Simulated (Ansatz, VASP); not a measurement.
## One calculation of Sr, two programs

```
Sr
1.0
     3.73333    2.15544    6.91059
    -3.73333    2.15544    6.91059
     0.00000   -4.31088    6.91059
Sr
6
Cartesian
  1.2456 2.1554 12.0935
  -2.4895 0.0010 12.0935
  1.2439 -2.1564 12.0935
  -1.2456 -2.1554 8.6382
  2.4895 -0.0010 8.6382
  -1.2439 2.1564 8.6382
```

Alike in both runs: functional PBE; k mesh 3 × 3 × 3; occupations gaussian, width 0.1 eV; no spin polarisation.

Ansatz relaxed the structure, and its values are those at the end. VASP's run is a single point on that final structure, the one shown.

|  | VASP | Ansatz |
| --- | --- | --- |
| version | VASP 6.6.1 | Ansatz 0.2.0 |
| potentials or method | VASP PAW PBE potentials, release 64 (Sr_sv), cutoff 520 eV | scalar-relativistic, plane waves, PAW |
| valence electrons in the cell | 60 | 60 |

```tsv
	VASP	Ansatz	Ansatz less VASP
gap on the k mesh at the Fermi level (eV)	none	none	-
pressure (GPa)	0.0	0.0	0.00
```

A gap of «none» marks a metal or a gap that the smearing closes.
